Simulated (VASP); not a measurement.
# RbBr (P6_3/mmc) in VASP: single point with HSE06

Aim: the single point of RbBr with HSE06.

All numbers are computed with VASP 6.6.1; they aren't measurements. Logs are shortened: lines on timing, memory, paths and dates and some standing lists are left out, and cuts for length are marked.

**1. The cell of the first run**

The structure is hexagonal, space group P6_3/mmc (No. 194). Conventional cell: a = 5.890 Å, b = 5.890 Å, c = 6.870 Å, α = 90.00°, β = 90.00°, γ = 120.00°. Rb (site symmetry -6m2) has 5 Br at 3.40 to 3.43 Å within 4.5 Å. Within 4.5 Å of Br (site symmetry -6m2) lie 5 Rb at 3.40 to 3.43 Å.

**2. Single point, HSE06**

File POSCAR:

```
RbBr
1.0
    5.8899870995      0.0000000000      0.0000000000
   -2.9449935497      5.1008784561      0.0000000000
    0.0000000000      0.0000000000      6.8697847830
Rb Br
2 2
Direct
    0.3333333333      0.6666666667      0.2500000000
    0.6666666667      0.3333333333      0.7500000000
    0.6666666667      0.3333333333      0.2500000000
    0.3333333333      0.6666666667      0.7500000000
```

File INCAR.step1:

```
PREC = Accurate ; ENCUT = 520
EDIFF = 1E-5 ; ISMEAR = 1
SIGMA = 0.001 ; LREAL = F
LASPH = T ; NELM = 60
ALGO = Normal ; ISIF = 2
LWAVE = T ; LCHARG = F
NBANDS = 24 ; GGA = PE
```

File INCAR.step2:

```
PREC = Accurate ; ENCUT = 520
EDIFF = 1E-6 ; ISMEAR = 1
SIGMA = 0.001 ; LREAL = F
LASPH = T ; NELM = 60
ALGO = Normal ; ISIF = 2
LWAVE = F ; LCHARG = F
GGA = PE ; LHFCALC = T
HFSCREEN = 0.2079 ; PRECFOCK = Normal
NBANDS = 24 ; ISTART = 1
```

File KPOINTS:

```
regular mesh
0
Gamma
  3 3 2
```

Potentials or basis: VASP PAW PBE potentials, release 64 (Rb_sv, Br).

On the command line:

```
$ cat potpaw_PBE.64/Rb_sv/POTCAR potpaw_PBE.64/Br/POTCAR > POTCAR
$ cp INCAR.step1 INCAR
$ mpirun -np 1 vasp_std > vasp.out
$ cp INCAR.step2 INCAR
$ mpirun -np 1 vasp_std > vasp.out
```

OUTCAR:

```text
PREC = Accurate
   ENCUT = 520
   EDIFF = 1E-6
   ISMEAR = 1
   LREAL = F
   LASPH = T
   NELM = 60
   ISIF = 2
   GGA = PE
   LHFCALC = T
   HFSCREEN = 0.2079
   PRECFOCK = Normal
   ISTART = 1

 ion  position               nearest neighbor table
   1  0.333  0.667  0.250-   3 3.40   3 3.40   3 3.40   4 3.43   4 3.43   2 4.83   2 4.83   2 4.83
                             2 4.83   2 4.83   2 4.83
   2  0.667  0.333  0.750-   4 3.40   4 3.40   4 3.40   3 3.43   3 3.43   1 4.83   1 4.83   1 4.83
                             1 4.83   1 4.83   1 4.83
   3  0.667  0.333  0.250-   1 3.40   1 3.40   1 3.40   2 3.43   2 3.43
   4  0.333  0.667  0.750-   2 3.40   2 3.40   2 3.40   1 3.43   1 3.43

  LATTYP: Found a hexagonal cell.
 ALAT       =     5.8899870995
 C/A-ratio  =     1.1663497164

  Lattice vectors:

 A1 = (   5.8899870995,   0.0000000000,   0.0000000000)
 A2 = (  -2.9449935497,   5.1008784561,   0.0000000000)
 A3 = (   0.0000000000,   0.0000000000,   6.8697847830)

Analysis of symmetry for initial positions (statically):
=====================================================================
 Subroutine PRICEL returns:
 Original cell was already a primitive cell.

 Routine SETGRP: Setting up the symmetry group for a
 hexagonal supercell.

 Subroutine GETGRP returns: Found 24 space group operations
 (whereof 12 operations were pure point group operations)
 out of a pool of 24 trial point group operations.

The static configuration has the point symmetry D_3d.
 The point group associated with its full space group is D_6h.

Analysis of symmetry for dynamics (positions and initial velocities):
=====================================================================
 Subroutine PRICEL returns:
 Original cell was already a primitive cell.

 Routine SETGRP: Setting up the symmetry group for a
 hexagonal supercell.

 Subroutine GETGRP returns: Found 24 space group operations
 (whereof 12 operations were pure point group operations)
 out of a pool of 24 trial point group operations.

The dynamic configuration has the point symmetry D_3d.
 The point group associated with its full space group is D_6h.

 Subroutine INISYM returns: Found 24 space group operations
 (whereof 12 operations are pure point group operations),
 and found     1 'primitive' translations

----------------------------------------------------------------------------------------

                                     Primitive cell

  volume of cell :     206.3966

  direct lattice vectors                    reciprocal lattice vectors
     5.889987099  0.000000000  0.000000000     0.169779659  0.098022332  0.000000000
    -2.944993550  5.100878456  0.000000000     0.000000000  0.196044663  0.000000000
     0.000000000  0.000000000  6.869784783     0.000000000  0.000000000  0.145564968

  length of vectors
     5.889987099  5.889987099  6.869784783     0.196044663  0.196044663  0.145564968

  position of ions in fractional coordinates (direct lattice)
     0.333333333  0.666666667  0.250000000
     0.666666667  0.333333333  0.750000000
     0.666666667  0.333333333  0.250000000
     0.333333333  0.666666667  0.750000000

  ion indices of the primitive-cell ions
   primitive index   ion index
                 1           1
                 2           2
                 3           3
                 4           4

----------------------------------------------------------------------------------------

 KPOINTS: regular mesh

Automatic generation of k-mesh.
 Grid dimensions read from file:
 generate k-points for:    3    3    2

 Generating k-lattice:

  Cartesian coordinates                     Fractional coordinates (reciprocal lattice)
     0.056593220  0.032674111  0.000000000     0.333333333 -0.000000000  0.000000000
     0.000000000  0.065348221  0.000000000     0.000000000  0.333333333  0.000000000
     0.000000000  0.000000000  0.072782484     0.000000000  0.000000000  0.500000000

  Length of vectors
     0.065348221  0.065348221  0.072782484

  Shift w.r.t. Gamma in fractional coordinates (k-lattice)
     0.000000000  0.000000000  0.000000000

 Subroutine IBZKPT returns following result:
 ===========================================

 Found      6 irreducible k-points:

 Following reciprocal coordinates:
            Coordinates               Weight
  0.000000  0.000000  0.000000      1.000000
  0.333333  0.000000  0.000000      6.000000
  0.333333  0.333333  0.000000      2.000000
  0.000000  0.000000  0.500000      1.000000
  0.333333  0.000000  0.500000      6.000000
  0.333333  0.333333  0.500000      2.000000
   k-points           NKPTS =      6   k-points in BZ     NKDIM =     18   number of bands    NBANDS=     24
   number of dos      NEDOS =    301   number of ions     NIONS =      4
   total plane-waves  NPLWV = 124416
   dimension x,y,z NGX =    48 NGY =   48 NGZ =   54
   dimension x,y,z NGXF=    96 NGYF=   96 NGZF=  108
   ions per type =               2   2
   NGX,Y,Z   is equivalent  to a cutoff of  13.55, 13.55, 13.07 a.u.
   NGXF,Y,Z  is equivalent  to a cutoff of  27.10, 27.10, 26.14 a.u.
 SYSTEM =  unknown system
   PREC   = accura    normal or accurate (medium, high low for compatibility)
   ISTART =      1    job   : 0-new  1-cont  2-samecut
   ICHARG =      0    charge: 1-file 2-atom 10-const
   ISPIN  =      1    spin polarized calculation?
   LNONCOLLINEAR =      F non collinear calculations
   LSORBIT =      F    spin-orbit coupling
   LASPH  =      T    aspherical Exc in radial PAW
   ENCUT  =  520.0 eV  38.22 Ry    6.18 a.u.  10.95 10.95 12.77*2*pi/ulx,y,z
   NELM   =     60;   NELMIN=  2; NELMDL=  0     # of ELM steps
   EDIFF  = 0.1E-05   stopping-criterion for ELM
   LREAL  =      F    real-space projection
   EDIFFG = 0.1E-04   stopping-criterion for IOM
   NSW    =      0    number of steps for IOM
   IBRION =     -1    ionic relax: 0-MD 1-quasi-New 2-CG
   NFREE  =      0    steps in history (QN), initial steepest desc. (CG)
   ISIF   =      2    stress and relaxation
   ISYM   =      3    0-nonsym 1-usesym 2-fastsym
   POTIM  = 0.5000    time-step for ionic-motion
   TEBEG  =    0.0;   TEEND  =   0.0 temperature during run
   PSTRESS=    0.0 pullay stress
   NELECT =      32.0000    total number of electrons
   NUPDOWN=      -1.0000    fix difference up-down
   EMIN   =  10.00;   EMAX   =-10.00  energy-range for DOS
   EFERMI =   0.00;   METHOD = LEGACY
   ISMEAR =     1;   SIGMA  =   0.00  broadening in eV -4-tet -1-fermi 0-gaus
   EFERMI_NEDOS =   21; number of points for ismear=-14 and -15
   IALGO  =     38    algorithm
   IMIX   =      1    mixing-type and parameters
     AMIX     =   0.40;   BMIX     =  1.00
     AMIX_MAG =   1.60;   BMIX_MAG =  1.00
  volume/ion in A,a.u.               =      51.60       348.21
  Fermi-wavevector in a.u.,A,eV,Ry     =   0.879476  1.661969 10.523808  0.773478
  Thomas-Fermi vector in A             =   1.999705
   LORBIT       =      0    0 simple, 1 ext, 2 COOP (PROOUT), +10 PAW based schemes
   GGA     = PE    functional components
   LHFCALC =     T    Hartree Fock is set to
   PRECFOCK=normal    Normal, Fast or Accurate (Low or Medium for compatibility)
   ENCUT4O =  -1.0   cutoff for four orbital integrals eV
   NKREDX  =     1    reduce k-point grid by
   NKREDY  =     1    reduce k-point grid by
   NKREDZ  =     1    reduce k-point grid by
   AEXX    =    0.2500 exact exchange contribution
   HFSCREEN=    0.2079 screening length (either q_TF or 0.3 A-1)
   HFSCREENC=   0.2079 screening length for correlation (either q_TF or 0.3 A-1)
   ENCUTFOCK=  -1.0 apply spherical cutoff to Coloumb kernel
   IVDW    =     0    specifies the selected vdW correction
   LEPSILON=     F    determine dielectric tensor
   LRPA    =     F    only Hartree local field effects (RPA)
 non-spin polarized calculation
 Methfessel and Paxton  Order N= 1 SIGMA  =   0.00
  energy-cutoff  :      520.00
  volume of cell :      206.40
 maximum number of plane-waves:      5580
 NGX is ok and might be reduce to    48
  NGX = 36; NGY = 36; NGZ = 40

 number of electron      31.9999998 magnetization

 Free energy of the ion-electron system (eV)
  ---------------------------------------------------
  ext. energy  EPLUGINS =         0.00000000
  ---------------------------------------------------
  free energy    TOTEN  =       -13.96497354 eV

  energy without entropy =      -13.96497354  energy(sigma->0) =      -13.96497354

 E-fermi :  -3.3802     XC(G=0):  -5.1798

 val. band max:       -3.4495516508   @ k =   0.0000   0.0000   0.0000
 cond. band min:       1.7187221450   @ k =   0.0000   0.0000   0.0000
 fundamental gap:      5.1682737957
 Fermi energy:        -3.3801880258

 k-point     1 :       0.0000    0.0000    0.0000
  band No.  band energies     occupation
      1     -29.7532      2.00000
      2     -29.7430      2.00000
      3     -16.5785      2.00000
      4     -16.5298      2.00000
      5     -12.8069      2.00000
      6     -12.7521      2.00000
[... 16 lines left out ...]
     23       5.7967      0.00000
     24       6.0806      0.00000

 k-point     2 :       0.3333    0.0000    0.0000
  band No.  band energies     occupation
      1     -29.7504      2.00000
      2     -29.7445      2.00000
      3     -16.5965      2.00000
      4     -16.5692      2.00000
      5     -12.7741      2.00000
      6     -12.7680      2.00000
[... 16 lines left out ...]
     23       5.8527      0.00000
     24       6.0415      0.00000

 k-point     3 :       0.3333    0.3333    0.0000
  band No.  band energies     occupation
      1     -29.7472      2.00000
      2     -29.7472      2.00000
      3     -16.5969      2.00000
      4     -16.5969      2.00000
      5     -12.7891      2.00000
      6     -12.7311      2.00000
[... 16 lines left out ...]
     23       5.5136      0.00000
     24       7.0164      0.00000

 k-point     4 :       0.0000    0.0000    0.5000
  band No.  band energies     occupation
      1     -29.7480      2.00000
      2     -29.7480      2.00000
      3     -16.5849      2.00000
      4     -16.5849      2.00000
      5     -12.7227      2.00000
      6     -12.7227      2.00000
[... 16 lines left out ...]
     23       6.3653      0.00000
     24       6.3653      0.00000

 k-point     5 :       0.3333    0.0000    0.5000
  band No.  band energies     occupation
      1     -29.7474      2.00000
      2     -29.7474      2.00000
      3     -16.6130      2.00000
      4     -16.6130      2.00000
      5     -12.7317      2.00000
      6     -12.7317      2.00000
[... 16 lines left out ...]
     23       6.1802      0.00000
     24       6.1802      0.00000

 k-point     6 :       0.3333    0.3333    0.5000
  band No.  band energies     occupation
      1     -29.7471      2.00000
      2     -29.7471      2.00000
      3     -16.6267      2.00000
      4     -16.6267      2.00000
      5     -12.7457      2.00000
      6     -12.7457      2.00000
[... 16 lines left out ...]
     23       5.8496      0.00000
     24       5.8496      0.00000

------------------------ aborting loop because EDIFF is reached ----------------------------------------

  FORCE on cell =-STRESS in cart. coord.  units (eV):
  Direction    XX          YY          ZZ          XY          YZ          ZX
  --------------------------------------------------------------------------------------
  -------------------------------------------------------------------------------------
  Total        0.1669282      0.1669282      0.3797933      0.0000000      0.0000000     -0.0000000
  in kB        1.2957998      1.2957998      2.9481898      0.0000000      0.0000000     -0.0000000
  external PRESSURE =       1.8465965 kB  Pullay stress =       0.0000000 kB

 VOLUME and BASIS-vectors are now :
 -----------------------------------------------------------------------------
  energy-cutoff  :      520.00
  volume of cell :      206.40
      direct lattice vectors                 reciprocal lattice vectors
     5.889987099  0.000000000  0.000000000     0.169779659  0.098022332  0.000000000
    -2.944993550  5.100878456  0.000000000     0.000000000  0.196044663  0.000000000
     0.000000000  0.000000000  6.869784783     0.000000000  0.000000000  0.145564968

 POSITION                                       TOTAL-FORCE (eV/Angst)
 -----------------------------------------------------------------------------------
     -0.00000      3.40059      1.71745        -0.000000     -0.000000      0.000000
      2.94499      1.70029      5.15234         0.000000      0.000000      0.000000
      2.94499      1.70029      1.71745        -0.000000      0.000000     -0.000000
     -0.00000      3.40059      5.15234         0.000000     -0.000000      0.000000
 -----------------------------------------------------------------------------------
    total drift:                               -0.000007      0.000004      0.000001

  FREE ENERGIE OF THE ION-ELECTRON SYSTEM (eV)
  ---------------------------------------------------
  free  energy   TOTEN  =       -13.9649735371 eV

  energy  without entropy=      -13.9649735371  energy(sigma->0) =      -13.96497354
```

It took 18 min on 1 thread of Intel Xeon Platinum 8259CL at 2.50GHz (Skylake/Cascade Lake), shared host; peak memory 0.49 GiB.

Results:

```yaml
Free_energy: -13.9650 eV
Pressure: 0.2 GPa
Band_gap_on_the_k_mesh: 5.17 eV
```

Stress tensor (GPa, compression positive):
```
0.13 0.00 0.00
0.00 0.13 0.00
0.00 0.00 0.29
```

Caveat: the k points lie up to 0.46 Å⁻¹ apart; the PAW data sets were made with another functional, which shifts forces and pressure a little.
